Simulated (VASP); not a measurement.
Here is a VASP 6.6.1 calculation.

POSCAR

```
LiH
1.0
    0.0000000000      2.0766964161      2.0766964161
    2.0766964161      0.0000000000      2.0766964161
    2.0766964161      2.0766964161      0.0000000000
Li H
1 1
Direct
    0.0000000000      0.0000000000      0.0000000000
    0.5000000000      0.5000000000      0.5000000000
```

The input INCAR.step1:

```
ALGO = Normal
EDIFF = 1E-5
ENCUT = 520
GGA = PE
ISIF = 2
ISMEAR = -1
LASPH = T
LCHARG = F
LREAL = F
LWAVE = T
NBANDS = 9
NELM = 80
PREC = Accurate
SIGMA = 0.01
```

File INCAR.step2:

```
AEXX = 1.0
AGGAC = 0.0
ALDAC = 0.0
ALGO = Normal
EDIFF = 1E-6
ENCUT = 520
GGA = PE
ISIF = 2
ISMEAR = -1
ISTART = 1
LASPH = T
LCHARG = F
LHFCALC = T
LREAL = F
LWAVE = F
NBANDS = 9
NELM = 80
PREC = Accurate
PRECFOCK = Normal
SIGMA = 0.01
```

Contents of KPOINTS:

```
k-points
0
Gamma
  7 7 7
```

Potentials or basis: VASP PAW PBE potentials, release 64 (Li_sv, H).

Command:

```sh
$ cat potpaw_PBE.64/Li_sv/POTCAR potpaw_PBE.64/H/POTCAR > POTCAR
$ cp INCAR.step1 INCAR
$ mpirun -np 1 vasp_std > vasp.out
$ cp INCAR.step2 INCAR
$ mpirun -np 1 vasp_std > vasp.out
```

Question: Predict the band gap on the k mesh.

Answer: 11.44 eV.

Caveat: an odd mesh through Γ misses points on the zone boundary, where band edges can lie.
